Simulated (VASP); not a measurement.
## BN: single point with PBE+D3(BJ)

Crystal: BN.

```
B N
1.0
     2.50611    0.00000    0.00000
    -1.25306    2.17036    0.00000
     0.00000    0.00000    6.59240
B N
2 2
Cartesian
  -0.4332 0.0427 3.2962
  0.4340 1.4620 0.0000
  0.4319 -0.0116 0.0000
  0.8206 0.6905 3.2962
```

This cell differs from its parent crystal: atoms displaced along a vibrational mode.

```yaml
Program: VASP 6.6.1
Task: single point
Functional: PBE
Dispersion: D3(BJ)
Potentials_or_basis: VASP PAW PBE potentials, release 64 (B, N)
Cutoff: 520 eV
k_mesh: 12 × 12 × 4
Occupations: methfessel-paxton, width 0.05 eV
Spin: no spin polarisation
Dipole_correction: no
Further_INCAR_settings: ALGO = Normal; EDIFF = 1e-06; NBANDS = 16
```

* Pressure: 1.4 GPa
* Largest force: 2.827 eV/Å
* Band gap on the k mesh: 3.22 eV (least direct gap 3.58 eV)
* Dispersion energy per atom: -0.142 eV

Forces on the atoms (eV/Å):
```
B    0.036 -2.763  0.000
B   -0.071 -1.049  0.000
N    0.033  0.985  0.000
N    0.002  2.827  0.000
```

Stress tensor (GPa, compression positive):
```
 6.62  0.38  0.00
 0.38 -3.56  0.00
 0.00  0.00  1.15
```

Levels at points of the mesh, in eV from the valence-band top:
| k point | band 6 | band 7 | band 8 | band 9 | band 10 | band 11 |
| --- | --- | --- | --- | --- | --- | --- |
| (0.00, 0.00, 0.00) | -1.91 | -1.29 | -0.72 | 5.00 | 10.00 | 10.11 |
| (0.50, 0.00, 0.00) | -4.11 | -1.51 | -0.80 | 3.80 | 5.24 | 9.06 |
| (0.00, 0.50, 0.00) | -4.55 | -1.79 | -1.07 | 4.35 | 5.88 | 9.02 |
| (0.50, 0.50, 0.00) | -4.10 | -1.74 | -0.41 | 3.22 | 5.74 | 9.09 |
| (0.00, 0.00, 0.50) | -1.91 | -1.29 | -0.72 | 7.36 | 7.37 | 10.16 |
| (0.50, 0.00, 0.50) | -4.11 | -1.13 | -1.07 | 4.18 | 4.28 | 9.53 |
| (0.00, 0.50, 0.50) | -4.55 | -1.48 | -1.29 | 4.65 | 4.96 | 9.41 |
| (0.50, 0.50, 0.50) | -4.10 | -1.15 | -1.07 | 4.17 | 4.35 | 9.49 |

Run time: 58 s on 1 thread of Intel(R) Xeon(R) 6975P-C (Granite Rapids), on a shared host, peak memory 0.24 GiB.

Caveat: the cell differs from its parent crystal (atoms displaced along a vibrational mode); forces of over 1 eV/Å act on the atoms, so gaps and moduli don't describe the material at rest. A k mesh can miss the band edges.
